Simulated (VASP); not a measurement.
Input of a VASP 6.6.1 run:

File POSCAR:

```
Sn8O15
1.0
    0.0000000000      5.7509120000      5.2471140000
    4.7351460000      0.0000000000      5.2471140000
    4.7351460000      5.7509120000      0.0000000000
Sn O
8 15
Direct
    0.4480153001      0.2973252814      0.2063694305
    0.5892794416      0.7013584215      0.2634399184
    0.0519271409      0.1932731731      0.2918962388
    0.4608197639      0.2964029685      0.6969699919
    0.9768514616      0.7753067724      0.7298088037
    0.0370120482      0.2089077089      0.7934115438
    0.5355779335      0.7118697110      0.8063810462
    0.9398881518      0.7956632389      0.2285453071
    0.9843453913      0.1149932166      0.6176412154
    0.7814025231      0.1268237895      0.0976484865
    0.3417210030      0.2369189884      0.5393935054
    0.3789208180      0.0454406501      0.2262202449
    0.1154202185      0.4630200441      0.2620298277
    0.1420753371      0.2799000574      0.9561807308
    0.7254092459      0.3440165375      0.3923007799
    0.5108935398      0.4048580524      0.8713032318
    0.4744233634      0.5964182459      0.1327898925
    0.3348253552      0.6236476263      0.5623730370
    0.6320535299      0.7925776102      0.4826441042
    0.8702676137      0.5318181805      0.7247764419
    0.6001566157      0.9687780406      0.7858508558
    0.1940491940      0.8725079649      0.9126302336
    0.0237733870      0.8904630867      0.3774108078
```

Contents of INCAR.step1:

```
SYSTEM = Sn8O15
PREC     = Accurate       ! precision mode
ENCUT    = 520            ! plane-wave cutoff, eV
ISMEAR   = 0              ! smearing method
SIGMA    = 0.05           ! smearing width, eV
LREAL    = Auto         
LASPH    = .True.         ! aspherical terms in the spheres
NELM     = 80             ! most SCF steps
NBANDS   = 118            ! bands
NELECT   = 204.0        
GGA      = PE             ! functional
ALGO     = Normal         ! electronic algorithm
EDIFF    = 1E-4           ! SCF threshold, eV
LWAVE    = .True.         ! write WAVECAR
LCHARG   = .False.        ! write CHGCAR
```

INCAR.step2

```
SYSTEM = Sn8O15
PREC     = Accurate       ! precision mode
ENCUT    = 520            ! plane-wave cutoff, eV
EDIFF    = 1E-6           ! SCF threshold, eV
ISMEAR   = 0              ! smearing method
SIGMA    = 0.05           ! smearing width, eV
LREAL    = Auto         
LASPH    = .True.         ! aspherical terms in the spheres
NELM     = 80             ! most SCF steps
ALGO     = Normal         ! electronic algorithm
ISIF     = 2              ! what is computed and relaxed
LWAVE    = .False.        ! write WAVECAR
LCHARG   = .False.        ! write CHGCAR
METAGGA  = R2SCAN         ! meta-GGA
LMIXTAU  = .True.       
NBANDS   = 118            ! bands
NELECT   = 204.0        
ISTART   = 1
```

File KPOINTS:

```
Automatic mesh
0
Gamma
  2 2 2
  0 0 0
```

Potentials or basis: VASP PAW PBE potentials, release 64 (Sn_d, O).

Command:

```sh
$ cat potpaw_PBE.64/Sn_d/POTCAR potpaw_PBE.64/O/POTCAR > POTCAR
$ cp INCAR.step1 INCAR
$ mpirun -np 1 vasp_std > vasp.out
$ cp INCAR.step2 INCAR
$ mpirun -np 1 vasp_std > vasp.out
```

Q: Estimate the largest force.

A: 0.132 eV/Å.

Forces on the atoms (eV/Å):
```
Sn  -0.007  0.024 -0.002
Sn  -0.052 -0.014  0.120
Sn  -0.021 -0.010  0.015
Sn   0.010  0.020 -0.004
Sn   0.083  0.039 -0.076
Sn   0.008  0.031 -0.014
Sn   0.010 -0.008 -0.009
Sn  -0.067 -0.066 -0.037
O    0.001 -0.020 -0.019
O    0.026  0.014  0.013
O   -0.012  0.022  0.007
O   -0.071  0.022 -0.019
O   -0.001  0.004 -0.003
O    0.018  0.002  0.003
O   -0.017 -0.050 -0.011
O   -0.017 -0.003 -0.007
O    0.064  0.021 -0.007
O    0.034 -0.023  0.010
O    0.009 -0.070 -0.018
O   -0.005 -0.038  0.026
O    0.020  0.054  0.017
O   -0.017 -0.001  0.001
O    0.005  0.051  0.013
```

Caveat: the k points lie up to 0.52 Å⁻¹ apart; the cell carries a net charge on a neutralising background, which shifts energy and pressure; the PAW data sets were made with another functional, which shifts forces and pressure a little.
